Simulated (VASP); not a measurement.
# NaAl15N15 (a cell with a defect): electric field gradients with PBE

NaAl15N15 (a cell with a defect):

```xyz
31
Lattice="6.2595 0.0000 0.0000 -3.1298 5.4209 0.0000 0.0000 0.0000 10.0348" Properties=species:S:1:pos:R:3 pbc="T T T"
Al    1.5727    0.8974    2.2607
Al    1.5470    0.9147    7.5717
Al   -0.0225    1.8198    9.9740
Al   -0.0007    3.6319    2.5165
Al   -1.5342    4.3316    5.0690
Al    0.0026    3.5934    7.5450
Al   -1.5818    4.5028   10.0260
Al    4.6790    0.8946    2.5159
Al    3.3118    1.8761    5.0704
Al    4.7130    0.9112    7.5457
Al    3.1334    1.8286   10.0265
Al    3.1028    3.6275    2.5201
Al    1.5035    4.5527    5.0302
Al    3.0948    3.6363    7.5296
Al    1.5470    4.5272   10.0396
Na    0.2559    1.6593    4.9311
N    -0.0002    1.8091    1.8967
N     1.5666    0.9023    9.4926
N     0.0153    1.7967    7.1344
N    -0.0171    3.7668    4.3443
N    -1.5830    4.4896    1.8983
N    -0.0275    3.6483    9.4583
N    -1.5665    4.5250    6.9289
N     4.5544    0.8405    4.3436
N     3.1430    1.8319    1.8991
N     4.6508    0.9093    9.4586
N     3.1245    1.8091    6.9290
N     3.0951    3.6337    4.4349
N     1.5750    4.5107    1.8868
N     3.1020    3.6299    9.4226
N     1.5544    4.5231    6.9433
```

```yaml
Program: VASP 6.6.1
Task: electric field gradients
Functional: PBE
Potentials_or_basis: VASP PAW PBE potentials, release 64 (Al, Na_pv, N)
Cutoff: 520 eV
k_mesh: 1 × 1 × 1, shifted
Occupations: gaussian, width 0.01 eV
Spin: collinear spin
Fixed_moment: 1 μB
Dipole_correction: no
Mended: yes
Further_INCAR_settings: LREAL = Auto; ALGO = Normal; EDIFF = 1e-08; NBANDS = 88; ISYM = -1
```

```
Pressure                                              : 3.7 GPa
Largest force                                         : 0.027 eV/Å
Net moment                                            : 1.00 μB per cell
Site moments                                          : Al +0.04, -0.00, +0.00, +0.02 (each value once); Na +0.03; N +0.02, -0.00, +0.01, +0.03, +0.00, +0.06 (each value once) μB
Largest electric field gradient by atom               : Al +62.7, -25.0, +16.1, -17.0, +64.2, -14.7, -13.5, +65.0, -14.5, -13.4, -11.3, +18.7, +13.7, -8.4 (each value once); Na -9.8; N -11.3, +16.1, -22.1, -10.6, +17.0, +15.8, +14.2, -10.8, +16.4, +14.7, -7.0, +15.3, +13.2 (each value once) V/Å²
Valence electrons inside the program's atomic spheres : Al 0.81, 0.79, 0.82 (each value once); Na 6.15; N 3.82, 3.85, 3.84, 3.86, 3.83 (each value once)
```

Forces on the atoms (eV/Å):
```
Al  -0.002  0.001 -0.012
Al   0.005 -0.004 -0.003
Al  -0.002  0.002 -0.004
Al  -0.004 -0.004 -0.004
Al  -0.003  0.003  0.007
Al   0.005  0.000 -0.001
Al   0.001  0.002 -0.002
Al   0.002  0.004 -0.004
Al   0.002  0.003  0.008
Al   0.002 -0.005  0.001
Al  -0.001 -0.002 -0.002
Al   0.001 -0.002  0.008
Al   0.008 -0.005 -0.008
Al   0.003 -0.002  0.000
Al  -0.004  0.003  0.005
Na   0.023 -0.013 -0.005
N   -0.004  0.003  0.011
N   -0.001  0.000  0.000
N   -0.009  0.006  0.018
N    0.005  0.017 -0.004
N    0.003 -0.003  0.000
N    0.005  0.000  0.001
N   -0.003  0.005  0.005
N   -0.015 -0.012 -0.004
N    0.004 -0.001  0.000
N    0.002 -0.004  0.001
N   -0.007  0.000  0.002
N   -0.010  0.003 -0.005
N   -0.001  0.001 -0.004
N    0.001 -0.001 -0.003
N   -0.007  0.004  0.000
```

Stress tensor (GPa, compression positive):
```
 4.12 -2.70 -0.05
-2.70  1.04  0.15
-0.05  0.15  6.05
```

Electric field gradients, principal values (V/Å²):
```csv
atom,least,middle,greatest (by size)
1 Al,-23.882,-38.862,62.744
2 Al,6.456,18.511,-24.966
3 Al,-0.820,-15.273,16.093
4 Al,2.763,14.264,-17.027
5 Al,-12.951,-51.283,64.233
6 Al,3.773,10.919,-14.692
7 Al,6.460,6.995,-13.455
8 Al,2.525,14.481,-17.006
9 Al,-13.272,-51.715,64.987
10 Al,3.756,10.769,-14.525
11 Al,6.044,7.343,-13.387
12 Al,1.884,9.401,-11.285
13 Al,-4.368,-14.370,18.738
14 Al,-1.678,-12.024,13.702
15 Al,1.218,7.172,-8.389
16 Na,1.220,8.617,-9.837
17 N,1.757,9.543,-11.300
18 N,-2.410,-13.651,16.061
19 N,1.749,20.391,-22.140
20 N,1.084,9.538,-10.623
21 N,-3.600,-13.356,16.956
22 N,-3.790,-11.986,15.776
23 N,-0.577,-13.611,14.188
24 N,0.914,9.899,-10.813
25 N,-2.829,-13.535,16.364
26 N,-4.194,-11.650,15.844
27 N,-1.356,-13.333,14.689
28 N,2.134,4.891,-7.025
29 N,-3.203,-13.173,16.376
30 N,-6.211,-9.111,15.321
31 N,-5.717,-7.436,13.153
```

Run time: 4.7 min on 1 thread of Intel(R) Xeon(R) 6975P-C (Granite Rapids), with other jobs on the host, peak memory 0.56 GiB.

Caveat: without QUAD_EFG the Cq values of the log hold for a quadrupole moment of 1 mb, not for the nuclei; the total moment is fixed, so each spin has its own Fermi level.
